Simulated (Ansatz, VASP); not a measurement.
**Two plane-wave programs on BaHfO3**

```
Ba Hf O
1.0
     4.17705    0.00000    0.00000
     0.00000    4.17705    0.00000
     0.00000    0.00000    4.17705
Ba Hf O
1 1 3
Direct
  0.50000 0.50000 0.99800
  0.00000 0.00000 0.49799
  0.00000 0.50000 0.49801
  0.50000 0.00000 0.49801
  0.00000 0.00000 0.99800
```

Alike in both runs: task single point; functional PBE; k mesh 4 × 4 × 4; no spin polarisation.

|  | VASP | Ansatz |
| --- | --- | --- |
| version | VASP 6.6.1 | Ansatz 0.2.0 |
| potentials or method | VASP PAW PBE potentials, release 64 (Ba_sv, Hf_pv, O) | plane waves, PAW |
| plane-wave cutoff (eV) | 520 | 420 |
| occupations | gaussian, width 0.01 eV | fixed |
| valence electrons in the cell | 38 | 54 |

VASP gave:

```
gap on the k mesh at the Fermi level (eV) : 3.57
pressure (GPa)                            : 2.9
```

Problem. What did Ansatz give for the same quantities?

Solution. gap on the k mesh at the Fermi level (eV): 3.66; pressure (GPa): 3.4.

VASP's potentials hold 38 valence electrons a cell and Ansatz's 54, so a difference there can come from the potentials and not from the codes. Ansatz's warnings: structure snapped to symmetry.

Neither program's run includes spin-orbit coupling.
